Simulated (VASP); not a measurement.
# TiC in VASP: notebook

Runs on TiC. Level: PBE. Tasks: relaxation of the atoms, single point.

Program: VASP 6.6.1. These are calculated values, not measurements. Logs are shortened: lines on timing, memory, paths and dates and some standing lists are left out, and cuts for length are marked.

## Step 1: The cell of the first run

The cell holds a slab with vacuum, 6 atoms: a = 3.064 Å, b = 3.064 Å, c = 19.333 Å, α = 90.00°, β = 90.00°, γ = 90.00°.

## Step 2: Relaxation of the atoms, PBE

The input, INCAR:

```
SYSTEM = TiC
PREC = Accurate
ENCUT = 520
EDIFF = 1E-7
ISMEAR = 0
SIGMA = 0.1
LREAL = .False.
LASPH = .True.
NELM = 60
ALGO = Normal
ISIF = 2
LWAVE = .False.
LCHARG = .False.
LDIPOL = .True.
IDIPOL = 3
DIPOL = 0.5 0.5 0.500
GGA = PE
IBRION = 2
NSW = 80
EDIFFG = -0.02
```

The input, KPOINTS:

```
Automatic mesh
0
Gamma
  11 11 1
  0 0 0
```

The input, POSCAR:

```
TiC
1.0
    3.0637674445      0.0000000000      0.0000000000
    0.0000000000      3.0637674445      0.0000000000
    0.0000000000      0.0000000000     19.3328214719
Ti C
3 3
Direct
    0.5000000000      0.5000000000      0.3879413055
    0.0000000000      0.0000000000      0.5000000000
    0.5000000000      0.5000000000      0.6120586945
    0.0000000000      0.0000000000      0.3879413055
    0.5000000000      0.5000000000      0.5000000000
    0.0000000000      0.0000000000      0.6120586945
```

Potentials or basis: VASP PAW PBE potentials, release 64 (Ti_sv, C).

The run is started by

```sh
$ cat potpaw_PBE.64/Ti_sv/POTCAR potpaw_PBE.64/C/POTCAR > POTCAR
$ mpirun -np 1 vasp_std > vasp.out
```

OUTCAR:

```text
SYSTEM = TiC
   PREC = Accurate
   ENCUT = 520
   EDIFF = 1E-7
   ISMEAR = 0
   LREAL = .False.
   LASPH = .True.
   NELM = 60
   ISIF = 2
   GGA = PE
   IBRION = 2
   NSW = 80
   EDIFFG = -0.02

 ion  position               nearest neighbor table
   1  0.500  0.500  0.388-   5 2.17   4 2.17   4 2.17   4 2.17   4 2.17
   2  0.000  0.000  0.500-   4 2.17   6 2.17   5 2.17   5 2.17   5 2.17   5 2.17
   3  0.500  0.500  0.612-   5 2.17   6 2.17   6 2.17   6 2.17   6 2.17
   4  0.000  0.000  0.388-   2 2.17   1 2.17   1 2.17   1 2.17   1 2.17
   5  0.500  0.500  0.500-   1 2.17   3 2.17   2 2.17   2 2.17   2 2.17   2 2.17
   6  0.000  0.000  0.612-   2 2.17   3 2.17   3 2.17   3 2.17   3 2.17

  LATTYP: Found a simple tetragonal cell.
 ALAT       =     3.0637674445
 C/A-ratio  =     6.3101465180

  Lattice vectors:

 A1 = (   3.0637674445,   0.0000000000,   0.0000000000)
 A2 = (   0.0000000000,   3.0637674445,   0.0000000000)
 A3 = (   0.0000000000,   0.0000000000,  19.3328214719)

Analysis of symmetry for initial positions (statically):
=====================================================================
 Subroutine PRICEL returns:
 Original cell was already a primitive cell.

 Routine SETGRP: Setting up the symmetry group for a
 simple tetragonal supercell.

 Subroutine GETGRP returns: Found 16 space group operations
 (whereof 16 operations were pure point group operations)
 out of a pool of 16 trial point group operations.

The static configuration has the point symmetry D_4h.

Analysis of symmetry for dynamics (positions and initial velocities):
=====================================================================
 Subroutine PRICEL returns:
 Original cell was already a primitive cell.

 Routine SETGRP: Setting up the symmetry group for a
 simple tetragonal supercell.

 Subroutine GETGRP returns: Found 16 space group operations
 (whereof 16 operations were pure point group operations)
 out of a pool of 16 trial point group operations.

The dynamic configuration has the point symmetry D_4h.

 Subroutine INISYM returns: Found 16 space group operations
 (whereof 16 operations are pure point group operations),
 and found     1 'primitive' translations
[... 106 lines left out ...]
   ISYM   =      2    0-nonsym 1-usesym 2-fastsym
   POTIM  = 0.5000    time-step for ionic-motion
   TEBEG  =    0.0;   TEEND  =   0.0 temperature during run
   PSTRESS=    0.0 pullay stress
   NELECT =      48.0000    total number of electrons
   NUPDOWN=      -1.0000    fix difference up-down
   EMIN   =  10.00;   EMAX   =-10.00  energy-range for DOS
   EFERMI =   0.00;   METHOD = LEGACY
   ISMEAR =     0;   SIGMA  =   0.10  broadening in eV -4-tet -1-fermi 0-gaus
   EFERMI_NEDOS =   21; number of points for ismear=-14 and -15
   IALGO  =     38    algorithm
   IMIX   =      4    mixing-type and parameters
     AMIX     =   0.40;   BMIX     =  1.00
     AMIX_MAG =   1.60;   BMIX_MAG =  1.00
  volume/ion in A,a.u.               =      30.25       204.10
  Fermi-wavevector in a.u.,A,eV,Ry     =   1.050880  1.985875 15.025566  1.104348
  Thomas-Fermi vector in A             =   2.185900
   LORBIT       =      0    0 simple, 1 ext, 2 COOP (PROOUT), +10 PAW based schemes
   GGA     = PE    functional components
   LHFCALC =     F    Hartree Fock is set to
   AEXX    =    0.0000 exact exchange contribution
   IVDW    =     0    specifies the selected vdW correction
   LEPSILON=     F    determine dielectric tensor
   LRPA    =     F    only Hartree local field effects (RPA)
 conjugate gradient relaxation of ions
 non-spin polarized calculation
 Gauss-broadening in eV      SIGMA  =   0.10
  energy-cutoff  :      520.00
  volume of cell :      181.47
 maximum number of plane-waves:      4918
 NGX is ok and might be reduce to    24
   NGX = 11   NGY = 11   NGZ = 71

--------------------------------------- Ionic step        1  -------------------------------------------

 number of electron      48.0000015 magnetization

 Free energy of the ion-electron system (eV)
  ---------------------------------------------------
  ext. energy  EPLUGINS =         0.00000000
  ---------------------------------------------------
  free energy    TOTEN  =       -54.04761814 eV

  energy without entropy =      -54.04161161  energy(sigma->0) =      -54.04461487

------------------------ aborting loop because EDIFF is reached ----------------------------------------

  FORCE on cell =-STRESS in cart. coord.  units (eV):
  Direction    XX          YY          ZZ          XY          YZ          ZX
  --------------------------------------------------------------------------------------
  -------------------------------------------------------------------------------------
  Total       -4.3491507     -4.3491507     -2.6278639      0.0000000      0.0000000      0.0000000
  in kB      -38.3979643    -38.3979643    -23.2009953      0.0000000      0.0000000      0.0000000
  external PRESSURE =     -33.3323080 kB  Pullay stress =       0.0000000 kB
[... 147 lines left out ...]
--------------------------------------- Ionic step        5  -------------------------------------------

 number of electron      48.0000013 magnetization

 dipolmoment           0.000000      0.000000      0.000000 electrons x Angstroem

 Free energy of the ion-electron system (eV)
  ---------------------------------------------------
  ext. energy  EPLUGINS =         0.00000000
  ---------------------------------------------------
  free energy    TOTEN  =       -54.17610760 eV

  energy without entropy =      -54.16655575  energy(sigma->0) =      -54.17133167

 E-fermi :   0.1695     XC(G=0):  -5.1358

 val. band max:        0.1532793154   @ k =   0.3636   0.3636   0.0000
 cond. band min:       0.1741766433   @ k =   0.4545   0.3636   0.0000
 fundamental gap:      0.0208973279
 Fermi energy:         0.1695280039

 k-point     1 :       0.0000    0.0000    0.0000
  band No.  band energies     occupation
      1     -56.2829      2.00000
      2     -56.2053      2.00000
      3     -56.1825      2.00000
      4     -32.7752      2.00000
      5     -32.6735      2.00000
      6     -32.4610      2.00000
[... 640 lines left out ...]
     27       2.5070      0.00000
     28       2.7368      0.00000

------------------------ aborting loop because EDIFF is reached ----------------------------------------

 vacuum level on the upper side and lower side of the slab       (xc-potential included)        -0.011        -0.011

  FORCE on cell =-STRESS in cart. coord.  units (eV):
  Direction    XX          YY          ZZ          XY          YZ          ZX
  --------------------------------------------------------------------------------------
  -------------------------------------------------------------------------------------
  Total       -3.9085620     -3.9085620      0.0043076      0.0000000     -0.0000000      0.0000000
  in kB      -34.5080768    -34.5080768      0.0380312      0.0000000     -0.0000000      0.0000000
  external PRESSURE =     -22.9927075 kB  Pullay stress =       0.0000000 kB
[... 21 lines left out ...]
  FREE ENERGIE OF THE ION-ELECTRON SYSTEM (eV)
  ---------------------------------------------------
  free  energy   TOTEN  =       -54.1761075997 eV

  energy  without entropy=      -54.1665557462  energy(sigma->0) =      -54.17133167

 reached required accuracy - stopping structural energy minimisation

 vacuum level on the upper side and lower side of the slab         4.610         4.610
```

Wall time 10 min (1 thread of Intel Xeon 8259CL, shared host); peak memory 0.33 GiB.

What came out:

```yaml
Free_energy: -54.1761 eV
Energy_gained_by_relaxing: 21.4 meV/atom
Ionic_steps: 5
Largest_force_after_relaxing: 0.018 eV/Å
Band_gap_on_the_k_mesh: zero (bands 24 and 25 overlap by 0.79 eV)
```

Forces in eV/Å, atoms in the order of the input:
```
Ti   0.000  0.000 -0.018
Ti   0.000  0.000  0.000
Ti   0.000  0.000  0.018
C    0.000  0.000  0.010
C    0.000  0.000  0.000
C    0.000  0.000 -0.010
```

Step by step:
```tsv
step	energy change (eV)	largest force (eV/Å)	pressure (GPa)
1	0.0000	1.3913	-3.33
2	-0.1266	0.0744	-2.64
3	-0.1267	0.0877	-2.63
4	-0.1275	0.0672	-2.54
5	-0.1285	0.0177	-2.30
```

Final structure:
```xyz
6
Lattice="3.0638 0.0000 0.0000 0.0000 3.0638 0.0000 0.0000 0.0000 19.3328" Properties=species:S:1:pos:R:3 pbc="T T T"
Ti    1.5319    1.5319    7.5782
Ti    0.0000    0.0000    9.6664
Ti    1.5319    1.5319   11.7546
C     0.0000    0.0000    7.4766
C     1.5319    1.5319    9.6664
C     0.0000    0.0000   11.8562
```

(Part 1 of 2 ends here.)

The gap in the log of VASP goes by the Fermi energy; the results here count the filled bands.